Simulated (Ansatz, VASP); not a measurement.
# Sr: VASP beside Ansatz

The input INCAR:

```
SYSTEM = Sr
PREC = Accurate
ENCUT = 520
EDIFF = 1E-7
ISMEAR = -1
SIGMA = 0.1
LREAL = .False.
LASPH = .True.
NELM = 60
ALGO = Normal
ISIF = 2
LWAVE = .False.
LCHARG = .False.
GGA = PE
NBANDS = 17
```

The input KPOINTS:

```
Automatic mesh
0
Gamma
  12 12 12
  0 0 0
```

The input POSCAR:

```
Sr
1.0
   -3.5173811290      3.5173811290      1.9017997322
    3.5173811290     -3.5173811290      1.9017997322
    3.5173811290      3.5173811290     -1.9017997322
Sr
2
Direct
   -0.3750000000     -0.1250000000     -0.2500000000
    0.3750000000      0.1250000000      0.2500000000
```

Input for Ansatz:

```yaml
crystal:
  lattice:
    - [-3.517381129, 3.517381129, 1.9017997322]
    - [3.517381129, -3.517381129, 1.9017997322]
    - [3.517381129, 3.517381129, -1.9017997322]
  atoms:
    - { symbol: Sr, position: [-0.375, -0.125, -0.25] }
    - { symbol: Sr, position: [0.375, 0.125, 0.25] }
kpoints:
  mp_grid: { grid: [12, 12, 12] }
scf:
  occupations: { method: fermi_dirac, width: 0.1 }
hamiltonian:
  xc: pbe
  pseudopotentials: { kind: paw }
output:
  forces: true
  stress: true
  eigenvalues: true
  populations: true
```

Change from the starting cell: volume scaled by 0.84, PAW files.

Alike in both runs: task single point; functional PBE; k mesh 12 × 12 × 12; occupations fermi-dirac, width 0.1 eV; no spin polarisation.

|  | VASP | Ansatz |
| --- | --- | --- |
| version | VASP 6.6.1 | Ansatz 0.2.0 |
| potentials or method | VASP PAW PBE potentials, release 64 (Sr_sv) | PAW with Ansatz's default frozen-core files, scalar-relativistic |
| plane-wave cutoff (eV) | 520 | 420 |
| valence electrons in the cell | 20 | 20 |

|  | VASP | Ansatz | Ansatz less VASP |
| --- | --- | --- | --- |
| pressure (GPa) | 1.9 | 1.9 | -0.01 |

The functional is the same, so the differences come from potentials, cutoffs and numerics.
